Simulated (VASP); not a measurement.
## TiTe2: single point with PBE

Crystal: TiTe2.

```
CELL_PARAMETERS angstrom
3.77700 0.00000 0.00000
-1.88850 3.27098 0.00000
0.00000 0.00000 6.49800
ATOMIC_POSITIONS crystal
Ti 0.03439 0.06879 0.00000
Te 0.66667 0.33333 0.26280
Te 0.33333 0.66667 0.73720
```

This cell differs from its parent crystal: one atom moved.

```
Program             : VASP 6.6.1
Task                : single point
Functional          : PBE
Potentials or basis : VASP PAW PBE potentials, release 64 (Ti_sv, Te)
Cutoff              : 520 eV
k mesh              : 12 × 12 × 6
Occupations         : gaussian, width 0.1 eV
Spin                : no spin polarisation
```

```
Pressure               : 2.1 GPa
Largest force          : 0.949 eV/Å
Band gap on the k mesh : zero (band 12 reaches 7.20 eV, above the bottom of band 13 at 6.72 eV)
```

Forces in eV/Å, atoms in the order of the input:
```
Ti   0.000 -0.946  0.078
Te   0.000  0.344  0.204
Te   0.000  0.602 -0.281
```

Stress tensor (GPa, compression positive):
```
 1.72  0.00  0.00
 0.00  1.49 -0.97
 0.00 -0.97  3.15
```

Levels at points of the mesh, in eV from the Fermi level:
```
           k point  band 9  band 10  band 11  band 12  band 13  band 14  band 15  band 16
(0.00, 0.00, 0.00)   -1.75    -0.10    -0.02     0.27     0.48     1.32     1.42     2.79
(0.50, 0.00, 0.00)   -2.85    -2.52    -1.76    -1.30     0.10     1.05     1.38     2.31
(0.00, 0.50, 0.00)   -2.84    -2.49    -1.90    -1.22    -0.03     1.05     1.40     2.26
(0.00, 0.00, 0.50)   -1.68    -1.51    -0.10    -0.09     0.78     1.07     1.27     3.11
(0.50, 0.00, 0.50)   -2.51    -2.08    -1.18    -0.96     0.07     1.05     1.37     2.27
(0.00, 0.50, 0.50)   -2.53    -2.16    -1.20    -0.72    -0.20     1.05     1.37     2.54
```

Run time: 4.4 min on 1 thread of AMD EPYC 9R45 96-Core Processor (Zen 5), with other jobs on the host, peak memory 0.43 GiB.

Caveat: the cell differs from its parent crystal (one atom moved); spin-orbit coupling is left out, which moves the levels of the heavy elements; this functional lacks dispersion, which binds the layers, so the pressure and a relaxed spacing across them are unreliable.
